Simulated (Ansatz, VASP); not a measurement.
One calculation of CdS, two programs

INCAR

```
ALGO = Normal
EDIFF = 1E-6
ENCUT = 520
GGA = PE
ISIF = 2
ISMEAR = -1
LASPH = T
LCHARG = F
LREAL = F
LWAVE = F
NBANDS = 26
NELM = 60
PREC = Accurate
SIGMA = 0.02
```

Contents of KPOINTS:

```
k-points
0
Gamma
  12 12 4
```

File POSCAR:

```
CdS
1.0
    4.2062472956      0.0000000000      0.0000000000
   -2.1031236478      3.6427170126      0.0000000000
    0.0000000000      0.0000000000      6.8336705949
Cd S
2 2
Direct
    0.3333333333      0.6666666667     -0.0009631164
    0.6666666667      0.3333333333      0.4990368836
    0.3333333333      0.6666666667      0.3759631164
    0.6666666667      0.3333333333      0.8759631164
```

Input for Ansatz:

```yaml
crystal:
  lattice:
    - [4.2062472956, 0.0, 0.0]
    - [-2.1031236478, 3.6427170126, 0.0]
    - [0.0, 0.0, 6.8336705949]
  atoms:
    - { symbol: Cd, position: [0.3333333333, 0.6666666667, -0.0009631164] }
    - { symbol: Cd, position: [0.6666666667, 0.3333333333, 0.4990368836] }
    - { symbol: S, position: [0.3333333333, 0.6666666667, 0.3759631164] }
    - { symbol: S, position: [0.6666666667, 0.3333333333, 0.8759631164] }
kpoints:
  mp_grid: { grid: [12, 12, 4] }
  band_path:
    path:
      - [0.0, 0.0, 0.0]
      - [0.5, 0.0, 0.0]
      - [0.3333333333, 0.3333333333, 0.0]
      - [0.0, 0.0, 0.5]
      - [0.5, 0.0, 0.5]
      - [0.3333333333, 0.3333333333, 0.5]
    npoints: 1
hamiltonian:
  xc: pbe
scf:
  occupations: { method: fermi_dirac, width: 0.02 }
  n_extra_bands: 5
output:
  forces: true
  stress: true
  eigenvalues: true
  write_density: true
  write_potential: true
  elf: true
  volumetric_format: npy
```

Change from the starting cell: hydrostatic strain +1.0%.

Alike in both runs: task single point; functional PBE; k mesh 12 × 12 × 4; occupations fermi-dirac, width 0.02 eV; no spin polarisation.

```csv
,VASP,Ansatz
version,VASP 6.6.1,Ansatz 0.2.0
potentials or method,"VASP PAW PBE potentials, release 64 (Cd, S)","plane waves, PAW"
plane-wave cutoff (eV),520,420
valence electrons in the cell,36,52
```

```csv
,VASP,Ansatz,Ansatz less VASP
gap on the k mesh at the Fermi level (eV),1.10,1.10,-0.001
pressure (GPa),0.0,-0.3,-0.28
"traceless stress, the component that is largest in VASP (GPa)",0.05,0.05,-0.001
```

The functional is the same, so the differences come from potentials, cutoffs and numerics. VASP's potentials hold 36 valence electrons a cell and Ansatz's 52, so a difference there can come from the potentials and not from the codes.
